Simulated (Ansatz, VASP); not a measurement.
**One calculation of SiO2, two programs**

```
Si O
1.0
     5.23827    0.00000    0.00000
     0.00000    7.44058    0.00000
     0.00000    0.00000    8.12286
Si O
6 12
Direct
  0.25000 0.21135 0.10526
  0.75000 0.78865 0.89474
  0.75000 0.21135 0.89474
  0.25000 0.78865 0.10526
  0.25000 0.50000 0.38688
  0.75000 0.50000 0.61312
  0.00000 0.26266 0.00000
  0.50000 0.73734 0.00000
  0.00000 0.73734 0.00000
  0.50000 0.26266 0.00000
  0.25000 0.00000 0.14828
  0.75000 0.00000 0.85172
  0.25000 0.32188 0.27441
  0.75000 0.67812 0.72559
  0.75000 0.32188 0.72559
  0.25000 0.67812 0.27441
  0.50000 0.50000 0.50000
  0.00000 0.50000 0.50000
```

Alike in both runs: task electric field gradients; functional PBE; k mesh 4 × 3 × 3; occupations fermi-dirac, width 0.02 eV; no spin polarisation.

|  | VASP | Ansatz |
| --- | --- | --- |
| version | VASP 6.6.1 | Ansatz 0.2.0 |
| potentials or method | VASP PAW PBE potentials, release 64 (Si, O) | plane-wave PAW, scalar-relativistic |
| plane-wave cutoff (eV) | 520 | 420 |
| valence electrons in the cell | 96 | 96 |

Ansatz gave:

```
gap on the k mesh at the Fermi level (eV)            : 5.51
pressure (GPa)                                       : 3.7
rms of the force components (eV/Å)                   : 0.116
size of Vzz on the site where it differs most (V/Å²) : 103.4
```

Q: What did VASP give for the same quantities?

A: gap on the k mesh at the Fermi level (eV): 5.51; pressure (GPa): 3.7; rms of the force components (eV/Å): 0.109; size of Vzz on the site where it differs most (V/Å²): 98.1.

Atom by atom the forces differ by 0.013 eV/Å (rms over components). The functional is the same, so the differences come from potentials, cutoffs and numerics.
